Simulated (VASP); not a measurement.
A run of VASP 6.6.1 is set up as follows.

The input INCAR:

```
SYSTEM = Si2F
PREC = Accurate
ENCUT = 520
EDIFF = 1E-6
ISMEAR = 0
SIGMA = 0.1
LREAL = .FALSE.
LASPH = .TRUE.
NELM = 60
ALGO = Normal
ISIF = 2
LWAVE = .FALSE.
LCHARG = .FALSE.
GGA = PE
NBANDS = 14
```

KPOINTS

```
Automatic mesh
0
G
  9 9 9
  0 0 0
```

File POSCAR:

```
Si2F
1.0
    1.4584188100      0.8420184900      4.6659805800
   -1.4584188100      0.8420184900      4.6659805800
    0.0000000000     -1.6840369800      4.6659805800
Si F
2 1
Direct
    0.7524962700      0.7524962700      0.7524962700
    0.2475037300      0.2475037300      0.2475037300
    0.0000000000      0.0000000000      0.0000000000
```

Potentials or basis: VASP PAW PBE potentials, release 64 (Si, F).

Command:

```sh
$ cat potpaw_PBE.64/Si/POTCAR potpaw_PBE.64/F/POTCAR > POTCAR
$ mpirun -np 1 vasp_std > vasp.out
```

Task: Predict the largest force.

Result: 5.398 eV/Å.

Task: What does it give for the band gap on the k mesh?

Result: Zero (an odd number of electrons rules out a gap without spin polarisation).

Task: What does it give for the pressure?

Result: 50.7 GPa.

Forces in eV/Å, atoms in the order of the input:
```
Si   0.000  0.000  5.398
Si   0.000  0.000 -5.398
F    0.000  0.000  0.000
```

Caveat: the stress differs along the axes, from 46 to 61 GPa; an odd number of electrons without spin polarisation forces a metal; a magnetic or distorted state may lie lower.
